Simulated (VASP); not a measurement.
Ru:

```
Ru
1.0
    -1.32325    1.32325    2.01313
     1.32325   -1.32325    2.01313
     1.32325    1.32325   -2.01313
Ru
1
Direct
  0.00000 0.00000 0.00000
```

```yaml
Program: VASP 6.6.1
Task: relaxation of cell and atoms
Functional: r2SCAN
Potentials_or_basis: VASP PAW PBE potentials, release 64 (Ru_pv)
Cutoff: 600 eV
k_mesh: 8 × 8 × 8
Occupations: gaussian, width 0.1 eV
Spin: no spin polarisation
```

At the start: pressure -10.7 GPa; volume 14.10 Å³/atom.

Problem. Where does the relaxation end?

Solution. Over 7 steps the energy falls by 55.1 meV/atom and the volume is 13.58 Å³/atom (-3.7 %); space group Fm-3m (No. 225, to 0.05 Å).

Step by step:
```csv
step,energy change (eV),largest force (eV/Å),pressure (GPa),volume (Å³)
1,0.0000,0.0000,-10.71,14.10
2,0.1117,0.0000,44.19,12.24
3,-0.0368,0.0000,3.76,13.45
4,-0.0543,0.0000,-1.68,13.64
5,-0.0550,0.0000,-0.98,13.61
6,-0.0545,0.0000,2.04,13.49
7,-0.0551,0.0000,-0.04,13.58
```

Final structure:
```
CELL_PARAMETERS angstrom
-1.33899 1.33899 1.89293
1.33899 -1.33899 1.89293
1.33899 1.33899 -1.89293
ATOMIC_POSITIONS crystal
Ru 0.00000 0.00000 0.00000
```

Caveat: the k points lie up to 0.41 Å⁻¹ apart in the final cell; the PAW data sets were made with another functional, which shifts forces and pressure a little.
